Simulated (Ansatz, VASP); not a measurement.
# Sn: VASP beside Ansatz

```
Sn
1.0
    -1.89465    1.89465    1.89465
     1.89465   -1.89465    1.89465
     1.89465    1.89465   -1.89465
Sn
1
Cartesian
  0.0000 0.0000 0.0000
```

Alike in both runs: task relaxation of cell and atoms; functional LDA; k mesh 12 × 12 × 12; no spin polarisation.

|  | VASP | Ansatz |
| --- | --- | --- |
| version | VASP 6.6.1 | Ansatz 0.2.0 |
| potentials or method | VASP PAW LDA potentials, release 64 (Sn_d) | plane waves, PAW |
| plane-wave cutoff (eV) | 600 | 420 |
| occupations | methfessel-paxton of order 1, width 0.1 eV | cold, width 0.1 eV |
| valence electrons in the cell | 14 | 14 |

```csv
,VASP,Ansatz,Ansatz less VASP
relaxed volume (Å³/atom),25.39,25.33,-0.056
relaxed cell length with the largest relative difference (Å),3.207,3.205,-0.0024
```

LDA's correlation is that of Perdew and Zunger in VASP and of Perdew and Wang (1992) in Ansatz.
